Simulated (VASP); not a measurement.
# AlOsC4N4 (P-43m) in VASP: a series of runs, part 2 of 2

VASP 6.6.1. Earlier steps stand in the parts before.

**4. Single point, PBE, collinear spin, ferromagnetic start**

This run uses another cell than the first one, of 20.38 Å³/atom, 0.994 times its volume.

INCAR

```
PREC = Accurate
ENCUT = 520
EDIFF = 1E-6
ISMEAR = 0
SIGMA = 0.1
LREAL = False
LASPH = True
NELM = 150
ALGO = Normal
ISIF = 2
LWAVE = False
LCHARG = True
ISPIN = 2
MAGMOM = 0 1 0 0 0 0 0 0 0 0
LORBIT = 11
LMAXMIX = 4
GGA = PE
LELF = True
LVHAR = True
NBANDS = 38
```

KPOINTS

```
Automatic mesh
0
Gamma
  4 4 4
```

POSCAR

```
AlOsC4N4
1.0
    5.8844685770      0.0000000000      0.0000000000
    0.0000000000      5.8844685770      0.0000000000
    0.0000000000      0.0000000000      5.8844685770
Al Os C N
1 1 4 4
Direct
    0.0000000000      0.0000000000      0.0000000000
    0.5000000000      0.5000000000      0.5000000000
    0.1917984346      0.1917984346      0.1917984346
    0.1917984346      0.8082015654      0.8082015654
    0.8082015654      0.1917984346      0.8082015654
    0.8082015654      0.8082015654      0.1917984346
    0.3074423446      0.3074423446      0.3074423446
    0.3074423446      0.6925576554      0.6925576554
    0.6925576554      0.3074423446      0.6925576554
    0.6925576554      0.6925576554      0.3074423446
```

Potentials or basis: VASP PAW PBE potentials, release 64 (Al, Os, C, N).

Started as:

```bash
cat potpaw_PBE.64/Al/POTCAR potpaw_PBE.64/Os/POTCAR potpaw_PBE.64/C/POTCAR potpaw_PBE.64/N/POTCAR > POTCAR
mpirun -np 1 vasp_std > vasp.out
```

OUTCAR:

```text
PREC = Accurate
   ENCUT = 520
   EDIFF = 1E-6
   ISMEAR = 0
   LREAL = False
   LASPH = True
   NELM = 150
   ISIF = 2
   ISPIN = 2
   LORBIT = 11
   GGA = PE

 ion  position               nearest neighbor table
   1  0.000  0.000  0.000-   3 1.95   4 1.95   5 1.95   6 1.95
   2  0.500  0.500  0.500-   7 1.96   8 1.96   9 1.96  10 1.96
   3  0.192  0.192  0.192-   7 1.18   1 1.95
   4  0.192  0.808  0.808-   8 1.18   1 1.95
   5  0.808  0.192  0.808-   9 1.18   1 1.95
   6  0.808  0.808  0.192-  10 1.18   1 1.95
   7  0.307  0.307  0.307-   3 1.18   2 1.96
   8  0.307  0.693  0.693-   4 1.18   2 1.96
   9  0.693  0.307  0.693-   5 1.18   2 1.96
  10  0.693  0.693  0.307-   6 1.18   2 1.96

  LATTYP: Found a simple cubic cell.
 ALAT       =     5.8844685770

  Lattice vectors:

 A1 = (   5.8844685770,   0.0000000000,   0.0000000000)
 A2 = (   0.0000000000,   5.8844685770,   0.0000000000)
 A3 = (   0.0000000000,   0.0000000000,   5.8844685770)

Analysis of symmetry for initial positions (statically):
=====================================================================
 Subroutine PRICEL returns:
 Original cell was already a primitive cell.

 Routine SETGRP: Setting up the symmetry group for a
 simple cubic supercell.

 Subroutine GETGRP returns: Found 24 space group operations
 (whereof 24 operations were pure point group operations)
 out of a pool of 48 trial point group operations.

The static configuration has the point symmetry T_d .

Analysis of symmetry for dynamics (positions and initial velocities):
=====================================================================
 Subroutine PRICEL returns:
 Original cell was already a primitive cell.

 Routine SETGRP: Setting up the symmetry group for a
 simple cubic supercell.

 Subroutine GETGRP returns: Found 24 space group operations
 (whereof 24 operations were pure point group operations)
 out of a pool of 48 trial point group operations.

The dynamic configuration has the point symmetry T_d .

Analysis of structural, dynamic, and magnetic symmetry:
=====================================================================
 Subroutine PRICEL returns:
 Original cell was already a primitive cell.

 Routine SETGRP: Setting up the symmetry group for a
 simple cubic supercell.

 Subroutine GETGRP returns: Found 24 space group operations
 (whereof 24 operations were pure point group operations)
 out of a pool of 48 trial point group operations.

The overall configuration has the point symmetry T_d .

 Subroutine INISYM returns: Found 24 space group operations
 (whereof 24 operations are pure point group operations),
 and found     1 'primitive' translations

----------------------------------------------------------------------------------------

                                     Primitive cell

  volume of cell :     203.7613

[... 101 lines left out ...]
   NUPDOWN=      -1.0000    fix difference up-down
   EMIN   =  10.00;   EMAX   =-10.00  energy-range for DOS
   EFERMI =   0.00;   METHOD = LEGACY
   ISMEAR =     0;   SIGMA  =   0.10  broadening in eV -4-tet -1-fermi 0-gaus
   EFERMI_NEDOS =   21; number of points for ismear=-14 and -15
   IALGO  =     38    algorithm
   IMIX   =      4    mixing-type and parameters
     AMIX     =   0.40;   BMIX     =  1.00
     AMIX_MAG =   1.60;   BMIX_MAG =  1.00
  volume/ion in A,a.u.               =      20.38       137.50
  Fermi-wavevector in a.u.,A,eV,Ry     =   1.004000  1.897284 13.714879  1.008015
  Thomas-Fermi vector in A             =   2.136587
   LORBIT       =     11    0 simple, 1 ext, 2 COOP (PROOUT), +10 PAW based schemes
   GGA     = PE    functional components
   LHFCALC =     F    Hartree Fock is set to
   AEXX    =    0.0000 exact exchange contribution
   IVDW    =     0    specifies the selected vdW correction
   LEPSILON=     F    determine dielectric tensor
   LRPA    =     F    only Hartree local field effects (RPA)
 spin polarized calculation
 Gauss-broadening in eV      SIGMA  =   0.10
  energy-cutoff  :      520.00
  volume of cell :      203.76
 maximum number of plane-waves:      5520
 NGX is ok and might be reduce to    48
   NGX = 21   NGY = 21   NGZ = 21

 number of electron      47.0000006 magnetization       2.9903837

 Free energy of the ion-electron system (eV)
  ---------------------------------------------------
  ext. energy  EPLUGINS =         0.00000000
  ---------------------------------------------------
  free energy    TOTEN  =       -79.43925767 eV

  energy without entropy =      -79.43791247  energy(sigma->0) =      -79.43858507

 E-fermi :   0.5506     XC(G=0):  -7.2929

 val. band max:        0.4309029729   @ k =   0.5000   0.5000   0.0000
 cond. band min:       0.6400591889   @ k =   0.0000   0.0000   0.0000
 fundamental gap:      0.2091562160
 Fermi energy:         0.5506321079

 spin component 1

 k-point     1 :       0.0000    0.0000    0.0000
  band No.  band energies     occupation
      1     -18.5343      1.00000
      2     -18.3755      1.00000
      3     -18.3755      1.00000
      4     -18.3755      1.00000
      5      -9.9261      1.00000
      6      -8.7397      1.00000
[... 369 lines left out ...]
     34       5.7921      0.00000
     35       6.7205      0.00000
 Fermi energy:         0.5506321079

 spin component 2

 k-point     1 :       0.0000    0.0000    0.0000
  band No.  band energies     occupation
      1     -18.4366      1.00000
      2     -18.2822      1.00000
      3     -18.2822      1.00000
      4     -18.2821      1.00000
      5      -9.6687      1.00000
      6      -8.4058      1.00000
[... 369 lines left out ...]
     34       6.5342      0.00000
     35       6.8366      0.00000
 [bands above 35 left out]

------------------------ aborting loop because EDIFF is reached ----------------------------------------

  FORCE on cell =-STRESS in cart. coord.  units (eV):
  Direction    XX          YY          ZZ          XY          YZ          ZX
  --------------------------------------------------------------------------------------
  -------------------------------------------------------------------------------------
  Total        1.0987840      1.0987840      1.0987840      0.0000000      0.0000000      0.0000000
  in kB        8.6397495      8.6397495      8.6397495      0.0000000      0.0000000      0.0000000
  external PRESSURE =       8.6397495 kB  Pullay stress =       0.0000000 kB

 VOLUME and BASIS-vectors are now :
 -----------------------------------------------------------------------------
  energy-cutoff  :      520.00
  volume of cell :      203.76
      direct lattice vectors                 reciprocal lattice vectors
     5.884468577  0.000000000  0.000000000     0.169938880  0.000000000  0.000000000
     0.000000000  5.884468577  0.000000000     0.000000000  0.169938880  0.000000000
     0.000000000  0.000000000  5.884468577     0.000000000  0.000000000  0.169938880

 POSITION                                       TOTAL-FORCE (eV/Angst)
 -----------------------------------------------------------------------------------
      0.00000      0.00000      0.00000         0.000000      0.000000      0.000000
      2.94223      2.94223      2.94223         0.000000      0.000000      0.000000
      1.12863      1.12863      1.12863        -0.152145     -0.152145     -0.152145
      1.12863      4.75584      4.75584        -0.152145      0.152145      0.152145
      4.75584      1.12863      4.75584         0.152145     -0.152145      0.152145
      4.75584      4.75584      1.12863         0.152145      0.152145     -0.152145
      1.80913      1.80913      1.80913         0.099811      0.099811      0.099811
      1.80913      4.07533      4.07533         0.099811     -0.099811     -0.099811
      4.07533      1.80913      4.07533        -0.099811      0.099811     -0.099811
      4.07533      4.07533      1.80913        -0.099811     -0.099811      0.099811
 -----------------------------------------------------------------------------------
    total drift:                               -0.000000     -0.000000     -0.000000

  FREE ENERGIE OF THE ION-ELECTRON SYSTEM (eV)
  ---------------------------------------------------
  free  energy   TOTEN  =       -79.4392576689 eV

  energy  without entropy=      -79.4379124737  energy(sigma->0) =      -79.43858507

 total charge

# of ion       s       p       d       tot
------------------------------------------
    1        0.355   0.435   0.000   0.791
    2        0.542   0.772   6.046   7.360
    3        0.940   1.677   0.000   2.618
    4        0.940   1.677   0.000   2.618
    5        0.940   1.677   0.000   2.618
    6        0.940   1.677   0.000   2.618
    7        1.288   2.585   0.000   3.873
    8        1.288   2.585   0.000   3.873
    9        1.288   2.585   0.000   3.873
   10        1.288   2.585   0.000   3.873
--------------------------------------------------
tot          9.813  18.256   6.046  34.115

 magnetization (x)

# of ion       s       p       d       tot
------------------------------------------
    1       -0.002   0.000   0.000  -0.001
    2        0.018   0.214   1.435   1.666
    3        0.011   0.112   0.000   0.123
    4        0.011   0.112   0.000   0.123
    5        0.011   0.112   0.000   0.123
    6        0.011   0.112   0.000   0.123
    7        0.007  -0.015   0.000  -0.009
    8        0.007  -0.015   0.000  -0.009
    9        0.007  -0.015   0.000  -0.009
   10        0.007  -0.015   0.000  -0.009
--------------------------------------------------
tot          0.088   0.600   1.435   2.123
```

It took 2.9 min on 1 thread of Intel Xeon Platinum 8488C (Sapphire Rapids), shared host; peak memory 0.45 GiB.

What came out:

```yaml
Free_energy: -79.4393 eV
Pressure: 0.9 GPa
Largest_force: 0.264 eV/Å
Band_gap_on_the_k_mesh: 0.21 eV, indirect (least direct gap 0.60 eV)
Net_moment: 2.99 μB per cell
Site_moments: Al -0.00; Os +1.67; C +0.12; N -0.01 μB
Valence_electrons_inside_the_program's_atomic_spheres: Al 0.79; Os 7.36; C 2.62; N 3.87
```

Forces in eV/Å, atoms in the order of the input:
```
Al   0.000  0.000  0.000
Os   0.000  0.000  0.000
C   -0.152 -0.152 -0.152
C   -0.152  0.152  0.152
C    0.152 -0.152  0.152
C    0.152  0.152 -0.152
N    0.100  0.100  0.100
N    0.100 -0.100 -0.100
N   -0.100  0.100 -0.100
N   -0.100 -0.100  0.100
```

Caveat: spin-orbit coupling is left out, which moves the levels of the heavy elements. A k mesh can miss the band edges.

**5. Summary**

```tsv
cell	k mesh	smearing	gap on the mesh (eV)	pressure (GPa)	moment (μB)	largest force (eV/Å)
a = 5.896 Å, 10 atoms	6 × 6 × 6	gaussian 0.01 eV	0.23	0.5	3.00	0.30
a = 5.808 Å, 10 atoms	4 × 4 × 4	gaussian 0.1 eV	0.23	4.3	2.99	1.32
a = 5.884 Å, 10 atoms	4 × 4 × 4	gaussian 0.1 eV	0.21	0.9	2.99	0.26
```

Alike in all rows: task single point; level PBE; potentials or basis VASP PAW PBE potentials, release 64 (Al, Os, C, N); spin collinear, ferromagnetic start; cutoff (eV) 520.

Caveats: spin-orbit coupling is left out, which moves the levels of the heavy elements; forces of over 1 eV/Å act on the atoms, so gaps and moduli don't describe the material at rest (some runs).

Absolute energies hang on the potentials; compare differences alone.
